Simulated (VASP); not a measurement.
Here is a VASP 6.6.1 calculation.

File INCAR:

```
PREC = Accurate
ENCUT = 600
EDIFF = 1E-6
ISMEAR = -1
SIGMA = 0.05
LREAL = F
LASPH = T
NELM = 100
ALGO = Normal
ISIF = 3
LWAVE = F
LCHARG = F
GGA = PS
IBRION = 2
NSW = 60
EDIFFG = -0.01
PSTRESS = 50.0
```

File KPOINTS:

```
regular mesh
0
Gamma
  10 10 10
```

Contents of POSCAR:

```
WS2
1.0
    1.5790000000      0.9116360751      6.1633333333
   -1.5790000000      0.9116360751      6.1633333333
    0.0000000000     -1.8232721501      6.1633333333
W S
1 2
Direct
    0.0000000000      0.0000000000      0.0000000000
    0.5810000000      0.5810000000      0.5810000000
    0.7503000000      0.7503000000      0.7503000000
```

Potentials or basis: VASP PAW PBE potentials, release 64 (W_sv, S).

The run is started by

```console
$ cat potpaw_PBE.64/W_sv/POTCAR potpaw_PBE.64/S/POTCAR > POTCAR
$ mpirun -np 1 vasp_std > vasp.out
```

Predict the relaxed cell.

a = 6.092 Å, b = 6.092 Å, c = 6.092 Å, α = 29.63°, β = 29.63°, γ = 29.63°.

Estimate the relaxed volume.

16.31 Å³/atom.

Estimate the space group after relaxing (to 0.1 Å).

R3m (No. 160).

What does it give for the band gap on the k mesh?

0.70 eV (least direct gap 2.10 eV).

Step by step:
| step | energy change (eV) | largest force (eV/Å) | pressure (GPa) | volume (Å³) |
| --- | --- | --- | --- | --- |
| 1 | 0.0000 | 0.6016 | -0.47 | 53.23 |
| 2 | 0.2348 | 2.2263 | 18.02 | 48.70 |
| 3 | 0.0167 | 0.5732 | 5.05 | 51.63 |
| 4 | 0.0192 | 0.3404 | 4.27 | 51.16 |
| 5 | 0.0189 | 0.3321 | 4.30 | 51.17 |
| 6 | 0.0320 | 0.1164 | 5.01 | 50.40 |
| 7 | 0.0470 | 0.3490 | 5.62 | 49.85 |
| 8 | 0.0479 | 0.2870 | 5.49 | 49.57 |
| 9 | 0.0626 | 0.1058 | 5.29 | 48.73 |
| 10 | 0.0647 | 0.1010 | 5.28 | 48.66 |
| 11 | 0.0586 | 0.0353 | 5.06 | 48.84 |
| 12 | 0.0567 | 0.0467 | 4.98 | 48.90 |
| 13 | 0.0560 | 0.0099 | 5.06 | 48.92 |

Caveat: the cell is relaxed towards a set pressure, so the run minimises the enthalpy, not the energy; the PAW data sets were made with another functional, which shifts forces and pressure a little; spin-orbit coupling is left out, which moves the levels of the heavy elements. A k mesh can miss the band edges.
